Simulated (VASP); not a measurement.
# BP (Fm-3m) in VASP: settings compared

The runs below take BP through single point, with PBE, r2SCAN.

All numbers are computed with VASP 6.6.1; they aren't measurements. Logs are shortened: lines on timing, memory, paths and dates and some standing lists are left out, and cuts for length are marked.

### 1 The cell of the first run

Symmetry: Fm-3m, No. 225, cubic system. Conventional cell: a = 4.313 Å, b = 4.313 Å, c = 4.313 Å, α = 90.00°, β = 90.00°, γ = 90.00°. B (site symmetry m-3m) has 6 P at 2.16 Å within 2.9 Å. P (site symmetry m-3m) has 6 B at 2.16 Å within 2.9 Å.

### 2 Single point, PBE

INCAR reads:

```
SYSTEM = BP
PREC = Accurate
ENCUT = 520
EDIFF = 1E-6
ISMEAR = -1
SIGMA = 0.02
LREAL = .False.
LASPH = .True.
NELM = 80
ALGO = Normal
ISIF = 2
LWAVE = .False.
LCHARG = .False.
GGA = PE
NBANDS = 11
```

KPOINTS reads:

```
Automatic mesh
0
Gamma
  10 10 10
  0 0 0
```

POSCAR reads:

```
BP
1.0
    0.0000000000      2.1562587434      2.1562587434
    2.1562587434      0.0000000000      2.1562587434
    2.1562587434      2.1562587434      0.0000000000
B P
1 1
Direct
    0.0000000000      0.0000000000      0.0000000000
    0.5000000000      0.5000000000      0.5000000000
```

Potentials or basis: VASP PAW PBE potentials, release 64 (B, P).

Command:

```
> cat potpaw_PBE.64/B/POTCAR potpaw_PBE.64/P/POTCAR > POTCAR
> mpirun -np 1 vasp_std > vasp.out
```

OUTCAR:

```text
SYSTEM = BP
   PREC = Accurate
   ENCUT = 520
   EDIFF = 1E-6
   ISMEAR = -1
   LREAL = .False.
   LASPH = .True.
   NELM = 80
   ISIF = 2
   GGA = PE

 ion  position               nearest neighbor table
   1  0.000  0.000  0.000-   2 2.16   2 2.16   2 2.16   2 2.16   2 2.16   2 2.16
   2  0.500  0.500  0.500-   1 2.16   1 2.16   1 2.16   1 2.16   1 2.16   1 2.16

  LATTYP: Found a face centered cubic cell.
 ALAT       =     4.3125174868

  Lattice vectors:

 A1 = (   0.0000000000,   2.1562587434,   2.1562587434)
 A2 = (   2.1562587434,   0.0000000000,   2.1562587434)
 A3 = (   2.1562587434,   2.1562587434,   0.0000000000)

Analysis of symmetry for initial positions (statically):
=====================================================================
 Subroutine PRICEL returns:
 Original cell was already a primitive cell.

 Routine SETGRP: Setting up the symmetry group for a
 face centered cubic supercell.

 Subroutine GETGRP returns: Found 48 space group operations
 (whereof 48 operations were pure point group operations)
 out of a pool of 48 trial point group operations.

The static configuration has the point symmetry O_h .

Analysis of symmetry for dynamics (positions and initial velocities):
=====================================================================
 Subroutine PRICEL returns:
 Original cell was already a primitive cell.

 Routine SETGRP: Setting up the symmetry group for a
 face centered cubic supercell.

 Subroutine GETGRP returns: Found 48 space group operations
 (whereof 48 operations were pure point group operations)
 out of a pool of 48 trial point group operations.

The dynamic configuration has the point symmetry O_h .

 Subroutine INISYM returns: Found 48 space group operations
 (whereof 48 operations are pure point group operations),
 and found     1 'primitive' translations

----------------------------------------------------------------------------------------

                                     Primitive cell

  volume of cell :      20.0508

  direct lattice vectors                    reciprocal lattice vectors
     0.000000000  2.156258743  2.156258743    -0.231883118  0.231883118  0.231883118
     2.156258743  0.000000000  2.156258743     0.231883118 -0.231883118  0.231883118
     2.156258743  2.156258743  0.000000000     0.231883118  0.231883118 -0.231883118

  length of vectors
     3.049410359  3.049410359  3.049410359     0.401633341  0.401633341  0.401633341

[... 86 lines left out ...]
   ISIF   =      2    stress and relaxation
   ISYM   =      2    0-nonsym 1-usesym 2-fastsym
   POTIM  = 0.5000    time-step for ionic-motion
   TEBEG  =    0.0;   TEEND  =   0.0 temperature during run
   PSTRESS=    0.0 pullay stress
   NELECT =       8.0000    total number of electrons
   NUPDOWN=      -1.0000    fix difference up-down
   EMIN   =  10.00;   EMAX   =-10.00  energy-range for DOS
   EFERMI =   0.00;   METHOD = LEGACY
   ISMEAR =    -1;   SIGMA  =   0.02  broadening in eV -4-tet -1-fermi 0-gaus
   EFERMI_NEDOS =   21; number of points for ismear=-14 and -15
   IALGO  =     38    algorithm
   IMIX   =      4    mixing-type and parameters
     AMIX     =   0.40;   BMIX     =  1.00
     AMIX_MAG =   1.60;   BMIX_MAG =  1.00
  volume/ion in A,a.u.               =      10.03        67.65
  Fermi-wavevector in a.u.,A,eV,Ry     =   1.205204  2.277506 19.762694  1.452517
  Thomas-Fermi vector in A             =   2.340907
   LORBIT       =      0    0 simple, 1 ext, 2 COOP (PROOUT), +10 PAW based schemes
   GGA     = PE    functional components
   LHFCALC =     F    Hartree Fock is set to
   AEXX    =    0.0000 exact exchange contribution
   IVDW    =     0    specifies the selected vdW correction
   LEPSILON=     F    determine dielectric tensor
   LRPA    =     F    only Hartree local field effects (RPA)
 non-spin polarized calculation
  energy-cutoff  :      520.00
  volume of cell :       20.05
 maximum number of plane-waves:       549
   NGX = 11   NGY = 11   NGZ = 11

 number of electron       8.0000000 magnetization

 Free energy of the ion-electron system (eV)
  ---------------------------------------------------
  ext. energy  EPLUGINS =         0.00000000
  ---------------------------------------------------
  free energy    TOTEN  =       -10.79540284 eV

  energy without entropy =      -10.79273404  energy(sigma->0) =      -10.79406844

 E-fermi :   9.7000     XC(G=0): -11.9646

 val. band max:        9.6820232920   @ k =  -0.4000   0.1000   0.0000
 cond. band min:       9.7184827314   @ k =   0.1000   0.0000   0.0000
 fundamental gap:      0.0364594394
 Fermi energy:         9.7000301194

 k-point     1 :       0.0000    0.0000    0.0000
  band No.  band energies     occupation
      1      -7.1942      2.00000
      2       9.7813      0.03388
      3       9.7813      0.03388
      4       9.7813      0.03388
      5      16.3683      0.00000
      6      17.6905      0.00000
      7      17.6905      0.00000
      8      17.6905      0.00000
      9      18.4289      0.00000
     10      18.4289      0.00000
     11      18.4289      0.00000
[... 309 lines left out ...]
 k-point    24 :       0.4000    0.3000    0.0000
  band No.  band energies     occupation
      1      -3.6042      2.00000
      2       4.3197      2.00000
      3       5.2298      2.00000
      4       6.2330      2.00000
      5       8.4114      2.00000
      6      13.8364      0.00000
      7      19.4808      0.00000
      8      20.5318      0.00000
      9      22.2738      0.00000
     10      26.0324      0.00000
     11      26.9937      0.00000

 [... further k-points ...]

------------------------ aborting loop because EDIFF is reached ----------------------------------------

  FORCE on cell =-STRESS in cart. coord.  units (eV):
  Direction    XX          YY          ZZ          XY          YZ          ZX
  --------------------------------------------------------------------------------------
  -------------------------------------------------------------------------------------
  Total       -0.0267431     -0.0267431     -0.0267431      0.0000000      0.0000000      0.0000000
  in kB       -2.1369235     -2.1369235     -2.1369235      0.0000000      0.0000000      0.0000000
  external PRESSURE =      -2.1369235 kB  Pullay stress =       0.0000000 kB

 VOLUME and BASIS-vectors are now :
 -----------------------------------------------------------------------------
  energy-cutoff  :      520.00
  volume of cell :       20.05
      direct lattice vectors                 reciprocal lattice vectors
     0.000000000  2.156258743  2.156258743    -0.231883118  0.231883118  0.231883118
     2.156258743  0.000000000  2.156258743     0.231883118 -0.231883118  0.231883118
     2.156258743  2.156258743  0.000000000     0.231883118  0.231883118 -0.231883118

 POSITION                                       TOTAL-FORCE (eV/Angst)
 -----------------------------------------------------------------------------------
      0.00000      0.00000      0.00000        -0.000000      0.000000      0.000000
      2.15626      2.15626      2.15626         0.000000     -0.000000     -0.000000
 -----------------------------------------------------------------------------------
    total drift:                                0.000000     -0.000000     -0.000000

  FREE ENERGIE OF THE ION-ELECTRON SYSTEM (eV)
  ---------------------------------------------------
  free  energy   TOTEN  =       -10.7954028371 eV

  energy  without entropy=      -10.7927340375  energy(sigma->0) =      -10.79406844
```

OSZICAR:

```text
N       E                     dE             d eps       ncg     rms          rms(c)
DAV:   1     0.956383851850E+01    0.95638E+01   -0.40824E+03  1034   0.670E+02
DAV:   2    -0.104384847309E+02   -0.20002E+02   -0.19357E+02  1313   0.109E+02
DAV:   3    -0.110024175370E+02   -0.56393E+00   -0.55775E+00  1283   0.152E+01
DAV:   4    -0.110043445705E+02   -0.19270E-02   -0.19132E-02  1184   0.997E-01
DAV:   5    -0.110043506750E+02   -0.61045E-05   -0.61038E-05  1264   0.539E-02    0.627E+00
DAV:   6    -0.107985697074E+02    0.20578E+00   -0.69903E-01  1117   0.329E+00    0.337E+00
DAV:   7    -0.107947495665E+02    0.38201E-02   -0.63574E-02  1255   0.133E+00    0.126E+00
DAV:   8    -0.107952895120E+02   -0.53995E-03   -0.28390E-03  1114   0.311E-01    0.166E-01
DAV:   9    -0.107953926574E+02   -0.10315E-03   -0.19856E-04  1213   0.882E-02    0.471E-02
DAV:  10    -0.107954028773E+02   -0.10220E-04   -0.13586E-05  1158   0.278E-02    0.136E-02
DAV:  11    -0.107954028371E+02    0.40203E-07   -0.20361E-06  1068   0.703E-03
   1 F= -.10795403E+02 E0= -.10794068E+02  d E =-.266880E-02
```

It took 8.8 s on 1 thread of Intel Xeon Platinum 8488C (Sapphire Rapids), shared host; peak memory 0.13 GiB.

Results:

```yaml
Free_energy: -10.7954 eV
Pressure: -0.2 GPa
Band_gap_on_the_k_mesh: zero (bands 4 and 5 overlap by 3.87 eV)
```

Caveat: the structure was generated, so it needn't be the stable form of BP.

### 3 Single point, PBE

INCAR reads:

```
SYSTEM = BP
PREC = Accurate ; ENCUT = 520
EDIFF = 1E-6 ; ISMEAR = -1
SIGMA = 0.02 ; LREAL = .FALSE.
LASPH = .TRUE. ; NELM = 60
ALGO = Normal ; ISIF = 2
LWAVE = .FALSE. ; LCHARG = .FALSE.
GGA = PE ; NBANDS = 11
```

KPOINTS reads:

```
Automatic mesh
0
G
  10 10 10
  0 0 0
```

POSCAR reads:

```
BP
1.0
    0.0000000000      2.1554245244      2.1554245244
    2.1554245244      0.0000000000      2.1554245244
    2.1554245244      2.1554245244      0.0000000000
B P
1 1
Direct
    0.0000000000      0.0000000000      0.0000000000
    0.5000000000      0.5000000000      0.5000000000
```

Potentials or basis: VASP PAW PBE potentials, release 64 (B, P).

Command:

```
> cat potpaw_PBE.64/B/POTCAR potpaw_PBE.64/P/POTCAR > POTCAR
> mpirun -np 1 vasp_std > vasp.out
```

OUTCAR:

```text
SYSTEM = BP
   PREC = Accurate
   ENCUT = 520
   EDIFF = 1E-6
   ISMEAR = -1
   LREAL = .FALSE.
   LASPH = .TRUE.
   NELM = 60
   ISIF = 2
   GGA = PE

 ion  position               nearest neighbor table
   1  0.000  0.000  0.000-   2 2.16   2 2.16   2 2.16   2 2.16   2 2.16   2 2.16
   2  0.500  0.500  0.500-   1 2.16   1 2.16   1 2.16   1 2.16   1 2.16   1 2.16

  LATTYP: Found a face centered cubic cell.
 ALAT       =     4.3108490488

  Lattice vectors:

 A1 = (   0.0000000000,   2.1554245244,   2.1554245244)
 A2 = (   2.1554245244,   0.0000000000,   2.1554245244)
 A3 = (   2.1554245244,   2.1554245244,   0.0000000000)

Analysis of symmetry for initial positions (statically):
=====================================================================
 Subroutine PRICEL returns:
 Original cell was already a primitive cell.

 Routine SETGRP: Setting up the symmetry group for a
 face centered cubic supercell.

 Subroutine GETGRP returns: Found 48 space group operations
 (whereof 48 operations were pure point group operations)
 out of a pool of 48 trial point group operations.

The static configuration has the point symmetry O_h .

Analysis of symmetry for dynamics (positions and initial velocities):
=====================================================================
 Subroutine PRICEL returns:
 Original cell was already a primitive cell.

 Routine SETGRP: Setting up the symmetry group for a
 face centered cubic supercell.

 Subroutine GETGRP returns: Found 48 space group operations
 (whereof 48 operations were pure point group operations)
 out of a pool of 48 trial point group operations.

The dynamic configuration has the point symmetry O_h .

 Subroutine INISYM returns: Found 48 space group operations
 (whereof 48 operations are pure point group operations),
 and found     1 'primitive' translations

----------------------------------------------------------------------------------------
[... 118 lines left out ...]
   GGA     = PE    functional components
   LHFCALC =     F    Hartree Fock is set to
   AEXX    =    0.0000 exact exchange contribution
   IVDW    =     0    specifies the selected vdW correction
   LEPSILON=     F    determine dielectric tensor
   LRPA    =     F    only Hartree local field effects (RPA)
 non-spin polarized calculation
  energy-cutoff  :      520.00
  volume of cell :       20.03
 maximum number of plane-waves:       549
   NGX = 11   NGY = 11   NGZ = 11

 number of electron       8.0000000 magnetization

 Free energy of the ion-electron system (eV)
  ---------------------------------------------------
  ext. energy  EPLUGINS =         0.00000000
  ---------------------------------------------------
  free energy    TOTEN  =       -10.79541735 eV

  energy without entropy =      -10.79280561  energy(sigma->0) =      -10.79411148

 E-fermi :   9.7161     XC(G=0): -11.9697

 val. band max:        9.6962413142   @ k =  -0.4000   0.1000   0.0000
 cond. band min:       9.7346968600   @ k =   0.1000   0.0000   0.0000
 fundamental gap:      0.0384555458
 Fermi energy:         9.7161081296

 k-point     1 :       0.0000    0.0000    0.0000
  band No.  band energies     occupation
      1      -7.1907      2.00000
      2       9.7977      0.03318
      3       9.7977      0.03318
      4       9.7978      0.03318
      5      16.4045      0.00000
      6      17.7056      0.00000
      7      17.7056      0.00000
      8      17.7056      0.00000
      9      18.4539      0.00000
     10      18.4539      0.00000
     11      18.4539      0.00000
[... 309 lines left out ...]
 k-point    24 :       0.4000    0.3000    0.0000
  band No.  band energies     occupation
      1      -3.5976      2.00000
      2       4.3325      2.00000
      3       5.2410      2.00000
      4       6.2449      2.00000
      5       8.4290      2.00000
      6      13.8486      0.00000
      7      19.5057      0.00000
      8      20.5596      0.00000
      9      22.3063      0.00000
     10      26.0575      0.00000
     11      27.0186      0.00000

 [... further k-points ...]

------------------------ aborting loop because EDIFF is reached ----------------------------------------

  FORCE on cell =-STRESS in cart. coord.  units (eV):
  Direction    XX          YY          ZZ          XY          YZ          ZX
  --------------------------------------------------------------------------------------
  -------------------------------------------------------------------------------------
  Total       -0.0055592     -0.0055592     -0.0055592      0.0000000      0.0000000     -0.0000000
  in kB       -0.4447240     -0.4447240     -0.4447240      0.0000000      0.0000000     -0.0000000
  external PRESSURE =      -0.4447240 kB  Pullay stress =       0.0000000 kB

 VOLUME and BASIS-vectors are now :
 -----------------------------------------------------------------------------
  energy-cutoff  :      520.00
  volume of cell :       20.03
      direct lattice vectors                 reciprocal lattice vectors
     0.000000000  2.155424524  2.155424524    -0.231972864  0.231972864  0.231972864
     2.155424524  0.000000000  2.155424524     0.231972864 -0.231972864  0.231972864
     2.155424524  2.155424524  0.000000000     0.231972864  0.231972864 -0.231972864

 POSITION                                       TOTAL-FORCE (eV/Angst)
 -----------------------------------------------------------------------------------
      0.00000      0.00000      0.00000        -0.000000     -0.000000     -0.000000
      2.15542      2.15542      2.15542         0.000000      0.000000      0.000000
 -----------------------------------------------------------------------------------
    total drift:                                0.000000     -0.000000     -0.000000

  FREE ENERGIE OF THE ION-ELECTRON SYSTEM (eV)
  ---------------------------------------------------
  free  energy   TOTEN  =       -10.7954173456 eV

  energy  without entropy=      -10.7928056146  energy(sigma->0) =      -10.79411148
```

stdout:

```text
POSCAR found type information on POSCAR B P
 POSCAR found :  2 types and       2 ions
 scaLAPACK will be used
 LDA part: xc-table for (Slater+PW92), standard interpolation
 POSCAR, INCAR and KPOINTS ok, starting setup
 FFT: planning ... GRIDC
 FFT: planning ... GRID_SOFT
 FFT: planning ... GRID
 WAVECAR not read
 entering main loop
```

It took 6.4 s on 1 thread of Intel Xeon Platinum 8488C (Sapphire Rapids), shared host; peak memory 0.12 GiB.

What came out:

* Free energy: -10.7954 eV
* Pressure: 0.0 GPa
* Band gap on the k mesh: zero (bands 4 and 5 overlap by 3.87 eV)

Caveat: the structure was generated, so it needn't be the stable form of BP.

(Part 1 of 2 ends here.)

The gap in the log of VASP goes by the Fermi energy; the results here count the filled bands.